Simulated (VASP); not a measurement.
# KBr (I4/mmm) in VASP: single point with PBE

Aim: the single point of KBr with PBE.

Program: VASP 6.6.1. These are calculated values, not measurements. Logs are shortened: lines on timing, memory, paths and dates and some standing lists are left out, and cuts for length are marked.

### Step 1. The cell of the first run

The structure is tetragonal, space group I4/mmm (No. 139). The conventional cell has a = 4.670 Å, b = 4.670 Å, c = 6.406 Å, α = 90.00°, β = 90.00°, γ = 90.00°. K (site symmetry 4/mmm) has 6 Br at 3.20 to 3.30 Å within 4.2 Å. Br (site symmetry 4/mmm) has 6 K at 3.20 to 3.30 Å within 4.2 Å.

### Step 2. Single point, PBE (uniaxial x strain -3.0%)

INCAR reads:

```
PREC     = Accurate       # precision mode
ENCUT    = 520            # plane-wave cutoff, eV
EDIFF    = 1E-6           # SCF threshold, eV
ISMEAR   = 0              # smearing method
SIGMA    = 0.01           # smearing width, eV
LREAL    = F              # projectors in reciprocal space
LASPH    = T              # aspherical terms in the spheres
NELM     = 100            # most SCF steps
ALGO     = Normal         # electronic algorithm
ISIF     = 2              # what is computed and relaxed
LWAVE    = F              # write WAVECAR
LCHARG   = T              # write CHGCAR
GGA      = PE             # functional
LELF     = T              # ELF
LVHAR    = T            
NBANDS   = 15             # bands
```

KPOINTS reads:

```
Automatic mesh
0
Gamma
  4 4 4
```

POSCAR reads:

```
KBr
1.0
    0.0000000000      3.3022478147      3.3022478147
    3.2031803803      0.0000000000      3.3022478147
    3.2031803803      3.3022478147      0.0000000000
K Br
1 1
Direct
    0.0000000000      0.0000000000      0.0000000000
    0.5000000000      0.5000000000      0.5000000000
```

Potentials or basis: VASP PAW PBE potentials, release 64 (K_sv, Br).

On the command line:

```console
cat potpaw_PBE.64/K_sv/POTCAR potpaw_PBE.64/Br/POTCAR > POTCAR
mpirun -np 1 vasp_std > vasp.out
```

OUTCAR:

```text
PREC = Accurate
   ENCUT = 520
   EDIFF = 1E-6
   ISMEAR = 0
   LREAL = F
   LASPH = T
   NELM = 100
   ISIF = 2
   GGA = PE

 ion  position               nearest neighbor table
   1  0.000  0.000  0.000-   2 3.20   2 3.20   2 3.30   2 3.30   2 3.30   2 3.30
   2  0.500  0.500  0.500-   1 3.20   1 3.20   1 3.30   1 3.30   1 3.30   1 3.30

  LATTYP: Found a body centered tetragonal cell.
 ALAT       =     4.6700836459
 C/A-ratio  =     1.3717871555

  Lattice vectors:

 A1 = (  -3.2031803803,   0.0000000000,  -3.3022478147)
 A2 = (  -3.2031803803,   0.0000000000,   3.3022478147)
 A3 = (   3.2031803803,   3.3022478147,   0.0000000000)

Analysis of symmetry for initial positions (statically):
=====================================================================
 Subroutine PRICEL returns:
 Original cell was already a primitive cell.

 Routine SETGRP: Setting up the symmetry group for a
 body centered tetragonal supercell.

 Subroutine GETGRP returns: Found 16 space group operations
 (whereof 16 operations were pure point group operations)
 out of a pool of 16 trial point group operations.

The static configuration has the point symmetry D_4h.

Analysis of symmetry for dynamics (positions and initial velocities):
=====================================================================
 Subroutine PRICEL returns:
 Original cell was already a primitive cell.

 Routine SETGRP: Setting up the symmetry group for a
 body centered tetragonal supercell.

 Subroutine GETGRP returns: Found 16 space group operations
 (whereof 16 operations were pure point group operations)
 out of a pool of 16 trial point group operations.

The dynamic configuration has the point symmetry D_4h.

 Subroutine INISYM returns: Found 16 space group operations
 (whereof 16 operations are pure point group operations),
 and found     1 'primitive' translations

----------------------------------------------------------------------------------------

                                     Primitive cell

  volume of cell :      69.8603

  direct lattice vectors                    reciprocal lattice vectors
     0.000000000  3.302247815  3.302247815    -0.156094862  0.151412016  0.151412016
     3.203180380  0.000000000  3.302247815     0.156094862 -0.151412016  0.151412016
     3.203180380  3.302247815  0.000000000     0.156094862  0.151412016 -0.151412016

  length of vectors
     4.670083646  4.600565745  4.600565745     0.264984534  0.264984534  0.264984534

  position of ions in fractional coordinates (direct lattice)
     0.000000000  0.000000000  0.000000000
     0.500000000  0.500000000  0.500000000

  ion indices of the primitive-cell ions
   primitive index   ion index
                 1           1
                 2           2

----------------------------------------------------------------------------------------

 KPOINTS: Automatic mesh

Automatic generation of k-mesh.
 Grid dimensions read from file:
 generate k-points for:    4    4    4

 Generating k-lattice:

  Cartesian coordinates                     Fractional coordinates (reciprocal lattice)
    -0.039023716  0.037853004  0.037853004     0.250000000 -0.000000000 -0.000000000
     0.039023716 -0.037853004  0.037853004     0.000000000  0.250000000  0.000000000
     0.039023716  0.037853004 -0.037853004     0.000000000  0.000000000  0.250000000

  Length of vectors
     0.066246134  0.066246134  0.066246134

  Shift w.r.t. Gamma in fractional coordinates (k-lattice)
     0.000000000  0.000000000  0.000000000

 Subroutine IBZKPT returns following result:
 ===========================================

 Found     13 irreducible k-points:

 Following reciprocal coordinates:
            Coordinates               Weight
  0.000000  0.000000  0.000000      1.000000
  0.250000 -0.000000 -0.000000      8.000000
  0.500000 -0.000000 -0.000000      4.000000
  0.250000  0.250000  0.000000      4.000000
  0.500000  0.250000 -0.000000     16.000000
 -0.250000  0.250000 -0.000000      8.000000
  0.500000  0.500000  0.000000      2.000000
  0.000000  0.250000  0.250000      2.000000
  0.500000  0.250000  0.250000      4.000000
 -0.250000  0.250000  0.250000      8.000000
 -0.250000  0.500000  0.250000      4.000000
  0.500000 -0.250000  0.250000      2.000000
  0.000000  0.500000  0.500000      1.000000
   k-points           NKPTS =     13   k-points in BZ     NKDIM =     13   number of bands    NBANDS=     15
   number of dos      NEDOS =    301   number of ions     NIONS =      2
   total plane-waves  NPLWV =  46656
   dimension x,y,z NGX =    36 NGY =   36 NGZ =   36
   dimension x,y,z NGXF=    72 NGYF=   72 NGZF=   72
   ions per type =               1   1
   NGX,Y,Z   is equivalent  to a cutoff of  12.82, 13.01, 13.01 a.u.
   NGXF,Y,Z  is equivalent  to a cutoff of  25.63, 26.02, 26.02 a.u.
 SYSTEM =  unknown system
   PREC   = accura    normal or accurate (medium, high low for compatibility)
   ISTART =      0    job   : 0-new  1-cont  2-samecut
   ICHARG =      2    charge: 1-file 2-atom 10-const
   ISPIN  =      1    spin polarized calculation?
   LNONCOLLINEAR =      F non collinear calculations
   LSORBIT =      F    spin-orbit coupling
   LASPH  =      T    aspherical Exc in radial PAW
   ENCUT  =  520.0 eV  38.22 Ry    6.18 a.u.   8.68  8.55  8.55*2*pi/ulx,y,z
   NELM   =    100;   NELMIN=  2; NELMDL= -5     # of ELM steps
   EDIFF  = 0.1E-05   stopping-criterion for ELM
   LREAL  =      F    real-space projection
   EDIFFG = 0.1E-04   stopping-criterion for IOM
   NSW    =      0    number of steps for IOM
   IBRION =     -1    ionic relax: 0-MD 1-quasi-New 2-CG
   NFREE  =      0    steps in history (QN), initial steepest desc. (CG)
   ISIF   =      2    stress and relaxation
   ISYM   =      2    0-nonsym 1-usesym 2-fastsym
   POTIM  = 0.5000    time-step for ionic-motion
   TEBEG  =    0.0;   TEEND  =   0.0 temperature during run
   PSTRESS=    0.0 pullay stress
   NELECT =      16.0000    total number of electrons
   NUPDOWN=      -1.0000    fix difference up-down
   EMIN   =  10.00;   EMAX   =-10.00  energy-range for DOS
   EFERMI =   0.00;   METHOD = LEGACY
   ISMEAR =     0;   SIGMA  =   0.01  broadening in eV -4-tet -1-fermi 0-gaus
   EFERMI_NEDOS =   21; number of points for ismear=-14 and -15
   IALGO  =     38    algorithm
   IMIX   =      4    mixing-type and parameters
     AMIX     =   0.40;   BMIX     =  1.00
     AMIX_MAG =   1.60;   BMIX_MAG =  1.00
  volume/ion in A,a.u.               =      34.93       235.72
  Fermi-wavevector in a.u.,A,eV,Ry     =   1.001624  1.892794 13.650045  1.003250
  Thomas-Fermi vector in A             =   2.134058
   LORBIT       =      0    0 simple, 1 ext, 2 COOP (PROOUT), +10 PAW based schemes
   GGA     = PE    functional components
   LHFCALC =     F    Hartree Fock is set to
   AEXX    =    0.0000 exact exchange contribution
   IVDW    =     0    specifies the selected vdW correction
   LEPSILON=     F    determine dielectric tensor
   LRPA    =     F    only Hartree local field effects (RPA)
 non-spin polarized calculation
 Gauss-broadening in eV      SIGMA  =   0.01
  energy-cutoff  :      520.00
  volume of cell :       69.86
 maximum number of plane-waves:      1904
 NGX is ok and might be reduce to    36
   NGX = 17   NGY = 17   NGZ = 17

 number of electron      16.0000000 magnetization

 Free energy of the ion-electron system (eV)
  ---------------------------------------------------
  ext. energy  EPLUGINS =         0.00000000
  ---------------------------------------------------
  free energy    TOTEN  =        -6.19635804 eV

  energy without entropy =       -6.19635804  energy(sigma->0) =       -6.19635804

 E-fermi :  -1.4871     XC(G=0):  -7.4833

 val. band max:       -1.6109463141   @ k =   0.0000   0.0000   0.0000
 cond. band min:       2.8842703915   @ k =   0.0000   0.0000   0.0000
 fundamental gap:      4.4952167056
 Fermi energy:        -1.4871493390

 k-point     1 :       0.0000    0.0000    0.0000
  band No.  band energies     occupation
      1     -29.3449      2.00000
      2     -13.9533      2.00000
      3     -12.8270      2.00000
      4     -12.8245      2.00000
      5     -12.8245      2.00000
      6      -1.6306      2.00000
      7      -1.6306      2.00000
      8      -1.6109      2.00000
      9       2.8843      0.00000
     10       5.9221      0.00000
     11       5.9221      0.00000
     12       6.1135      0.00000
     13       6.7534      0.00000
     14       6.9026      0.00000
     15      10.0557      0.00000

 k-point     2 :       0.2500   -0.0000   -0.0000
  band No.  band energies     occupation
      1     -29.3416      2.00000
      2     -14.0572      2.00000
      3     -12.8292      2.00000
      4     -12.8273      2.00000
      5     -12.6819      2.00000
      6      -2.3295      2.00000
      7      -1.8156      2.00000
      8      -1.8068      2.00000
      9       4.1573      0.00000
     10       5.8934      0.00000
     11       6.6580      0.00000
     12       6.7593      0.00000
     13       7.5488      0.00000
     14       7.7319      0.00000
     15      10.7238      0.00000

 k-point     3 :       0.5000   -0.0000   -0.0000
  band No.  band energies     occupation
      1     -29.3383      2.00000
      2     -14.1433      2.00000
      3     -12.8340      2.00000
      4     -12.8287      2.00000
      5     -12.5546      2.00000
      6      -2.8619      2.00000
      7      -1.9851      2.00000
      8      -1.9804      2.00000
      9       5.0249      0.00000
     10       6.7115      0.00000
     11       8.2137      0.00000
     12       8.2223      0.00000
     13       8.4120      0.00000
     14       8.6832      0.00000
     15       9.4231      0.00000
[... 145 lines left out ...]
 k-point    12 :       0.5000   -0.2500    0.2500
  band No.  band energies     occupation
      1     -29.3366      2.00000
      2     -13.9820      2.00000
      3     -12.8918      2.00000
      4     -12.8918      2.00000
      5     -12.6848      2.00000
      6      -2.2390      2.00000
      7      -2.2390      2.00000
      8      -2.2318      2.00000
      9       5.8679      0.00000
     10       5.8679      0.00000
     11       6.6961      0.00000
     12       7.4350      0.00000
     13       9.2022      0.00000
     14       9.3869      0.00000
     15       9.8069      0.00000

 k-point    13 :       0.0000    0.5000    0.5000
  band No.  band energies     occupation
      1     -29.3358      2.00000
      2     -13.8427      2.00000
      3     -12.9312      2.00000
      4     -12.8688      2.00000
      5     -12.8688      2.00000
      6      -2.4331      2.00000
      7      -1.9502      2.00000
      8      -1.9502      2.00000
      9       4.1802      0.00000
     10       5.7063      0.00000
     11       7.8394      0.00000
     12       8.1472      0.00000
     13       8.1701      0.00000
     14       9.2000      0.00000
     15       9.2000      0.00000

------------------------ aborting loop because EDIFF is reached ----------------------------------------

  FORCE on cell =-STRESS in cart. coord.  units (eV):
  Direction    XX          YY          ZZ          XY          YZ          ZX
  --------------------------------------------------------------------------------------
  -------------------------------------------------------------------------------------
  Total        0.9391982      0.3967860      0.3967860     -0.0000000      0.0000000      0.0000000
  in kB       21.5395745      9.0998918      9.0998918     -0.0000000      0.0000000      0.0000000
  external PRESSURE =      13.2464527 kB  Pullay stress =       0.0000000 kB

 VOLUME and BASIS-vectors are now :
 -----------------------------------------------------------------------------
  energy-cutoff  :      520.00
  volume of cell :       69.86
      direct lattice vectors                 reciprocal lattice vectors
     0.000000000  3.302247815  3.302247815    -0.156094862  0.151412016  0.151412016
     3.203180380  0.000000000  3.302247815     0.156094862 -0.151412016  0.151412016
     3.203180380  3.302247815  0.000000000     0.156094862  0.151412016 -0.151412016

 POSITION                                       TOTAL-FORCE (eV/Angst)
 -----------------------------------------------------------------------------------
      0.00000      0.00000      0.00000         0.000000      0.000000     -0.000000
      3.20318      3.30225      3.30225         0.000000     -0.000000      0.000000
 -----------------------------------------------------------------------------------
    total drift:                                0.000000      0.000000      0.000000

  FREE ENERGIE OF THE ION-ELECTRON SYSTEM (eV)
  ---------------------------------------------------
  free  energy   TOTEN  =        -6.1963580407 eV

  energy  without entropy=       -6.1963580407  energy(sigma->0) =       -6.19635804
```

Wall time 36 s (1 thread of Intel Xeon 8259CL, shared host); peak memory 0.2 GiB.

Results:

```
Free energy            : -6.1964 eV
Pressure               : 1.3 GPa
Band gap on the k mesh : 4.50 eV
```

Stress tensor (GPa, compression positive):
```
2.15 0.00 0.00
0.00 0.91 0.00
0.00 0.00 0.91
```

Caveat: the cell differs from its parent crystal (uniaxial x strain -3.0%).
